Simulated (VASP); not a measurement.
Write the native input for VASP 6.6.1 that does the following.

| Item | Value |
| --- | --- |
| Task | single point |
| Functional | PBEsol |
| Potentials or basis | VASP PAW PBE potentials, release 64 (Sn_d, Mg) |
| Cutoff | 600 eV |
| k mesh | 4 × 4 × 4 |
| Occupations | methfessel-paxton, width 0.5 eV |
| Spin | no spin polarisation |
| Dipole correction | no |
| Further INCAR settings | ALGO = Normal; EDIFF = 1e-06; NBANDS = 16 |

The structure of Mg2Sn lies in POSCAR:

```
Mg2Sn
1.0
    0.0000000000      3.3799352825      3.3799352825
    3.3799352825      0.0000000000      3.3799352825
    3.3799352825      3.3799352825      0.0000000000
Sn Mg
1 2
Direct
    0.0000000000      0.0000000000      0.0000000000
    0.2500000000      0.2500000000      0.2500000000
    0.7500000000      0.7500000000      0.7500000000
```

These files were run (other wordings do the same):

INCAR

```
PREC = Accurate
ENCUT = 600
EDIFF = 1E-6
ISMEAR = 1
SIGMA = 0.5
LREAL = F
LASPH = T
NELM = 120
ALGO = Normal
ISIF = 2
LWAVE = F
LCHARG = F
GGA = PS
NBANDS = 16
GGA_COMPAT = F
```

KPOINTS

```
Automatic mesh
0
Gamma
  4 4 4
```

Potentials or basis: VASP PAW PBE potentials, release 64 (Sn_d, Mg).

Command:

```console
$ cat potpaw_PBE.64/Sn_d/POTCAR potpaw_PBE.64/Mg/POTCAR > POTCAR
$ mpirun -np 1 vasp_std > vasp.out
```

It gave:

```yaml
Pressure: -0.6 GPa
Band_gap_on_the_k_mesh: zero (bands 9 and 10 overlap by 0.15 eV)
```

Caveat: the k points lie up to 0.40 Å⁻¹ apart; so wide a smearing shifts energies and pressures; the structure was generated, so it needn't be the stable form of Mg2Sn; the PAW data sets were made with another functional, which shifts forces and pressure a little; spin-orbit coupling is left out, which moves the levels of the heavy elements.

Wall time 27 s on 1 thread of Intel Xeon 8259CL, on a shared host, peak memory 0.24 GiB.
